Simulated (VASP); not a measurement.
A run of VASP 6.6.1 is set up as follows.

The input INCAR:

```
SYSTEM = TaN
ALGO = Normal
EDIFF = 1E-6
ENCUT = 520
GGA = PS
ISIF = 2
ISMEAR = 0
LASPH = .True.
LCHARG = .True.
LELF = .True.
LREAL = .False.
LVHAR = .True.
LWAVE = .False.
NBANDS = 15
NELM = 60
PREC = Accurate
SIGMA = 0.15
```

The input KPOINTS:

```
k-points
0
Gamma
  18 18 16
  0 0 0
```

Contents of POSCAR:

```
TaN
1.0
    2.9379988584      0.0000000000      0.0000000000
   -1.4689994292      2.5443816477      0.0000000000
    0.0000000000      0.0000000000      2.8830000000
Ta N
1 1
Direct
    0.3775483984      0.7550967967      0.3439125911
    0.0000000000      0.0000000000      0.0000000000
```

Potentials or basis: VASP PAW PBE potentials, release 64 (Ta_pv, N).

The run is started by

```sh
$ cat potpaw_PBE.64/Ta_pv/POTCAR potpaw_PBE.64/N/POTCAR > POTCAR
$ mpirun -np 1 vasp_std > vasp.out
```

(1) What does it give for the pressure?

(2) Predict the largest force.

(3) Predict the band gap on the k mesh.

## Answers

(1) 45.9 GPa.

(2) 8.171 eV/Å.

(3) zero (bands 8 and 9 overlap by 0.47 eV).

Caveat: the cell differs from its parent crystal (atom 1 (Ta) moved by (+0.225, -0.450) A along y and z); the stress differs along the axes, from 25 to 71 GPa; the PAW data sets were made with another functional, which shifts forces and pressure a little; spin-orbit coupling is left out, which moves the levels of the heavy elements.
